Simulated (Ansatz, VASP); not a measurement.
## NaCl: VASP beside Ansatz

```
CELL_PARAMETERS angstrom
0.00000 2.90343 2.90343
2.90343 0.00000 2.90343
2.90343 2.90343 0.00000
ATOMIC_POSITIONS crystal
Na 0.00000 0.00000 0.00000
Cl 0.50000 0.50000 0.50000
```

Alike in both runs: task single point; functional PBE; k mesh 6 × 6 × 6; no spin polarisation.

```csv
,VASP,Ansatz
version,VASP 6.6.1,Ansatz 0.2.0
potentials or method,"VASP PAW PBE potentials, release 64 (Na_pv, Cl)","plane waves, PAW"
plane-wave cutoff (eV),520,420
occupations,"gaussian, width 0.01 eV",fixed
valence electrons in the cell,14,16
```

```csv
,VASP,Ansatz,Ansatz less VASP
gap on the k mesh at the Fermi level (eV),4.79,4.79,0.000
pressure (GPa),-1.2,-1.2,+0.03
```

VASP's potentials hold 14 valence electrons a cell and Ansatz's 16, so a difference there can come from the potentials and not from the codes.
